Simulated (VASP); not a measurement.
Set up this calculation in VASP 6.6.1, as the native input.

| Quantity | Value |
| --- | --- |
| Task | single point |
| Functional | PBEsol |
| Potentials or basis | VASP PAW PBE potentials, release 64 (Li_sv) |
| Cutoff | 520 eV |
| k mesh | 9 × 9 × 3 |
| Occupations | fermi-dirac, width 0.15 eV |
| Spin | no spin polarisation |
| Dipole correction | no |
| Further INCAR settings | ALGO = Normal; EDIFF = 1e-06; NBANDS = 14 |

The structure of Li lies in POSCAR:

```
Li
1.0
    3.1323363304      0.0000000000      0.0000000000
   -1.5661681652      2.7126824628      0.0000000000
    0.0000000000      0.0000000000     10.5459883738
Li
4
Direct
    0.0000000000      0.0000000000      0.0000000000
    0.3333333333      0.6666666667      0.2500000000
    0.0000000000      0.0000000000      0.5000000000
    0.6666666667      0.3333333333      0.7500000000
```

One way to write it, as run:

INCAR

```
SYSTEM = Li
  PREC = Accurate
  ENCUT = 520
  EDIFF = 1E-6
  ISMEAR = -1
  SIGMA = 0.15
  LREAL = .FALSE.
  LASPH = .TRUE.
  NELM = 60
  ALGO = Normal
  ISIF = 2
  LWAVE = .FALSE.
  LCHARG = .FALSE.
  GGA = PS
  NBANDS = 14
```

KPOINTS

```
regular mesh
0
G
  9 9 3
  0 0 0
```

Potentials or basis: VASP PAW PBE potentials, release 64 (Li_sv).

Launch:

```bash
$ cat potpaw_PBE.64/Li_sv/POTCAR > POTCAR
$ mpirun -np 1 vasp_std > vasp.out
```

It gave:

The band gap on the k mesh is zero (band 6 reaches 1.95 eV, above the bottom of band 7 at -2.03 eV).

It took 16 s on 1 thread of AMD EPYC 9R14 (Zen 4), on a shared host, peak memory 0.16 GiB.
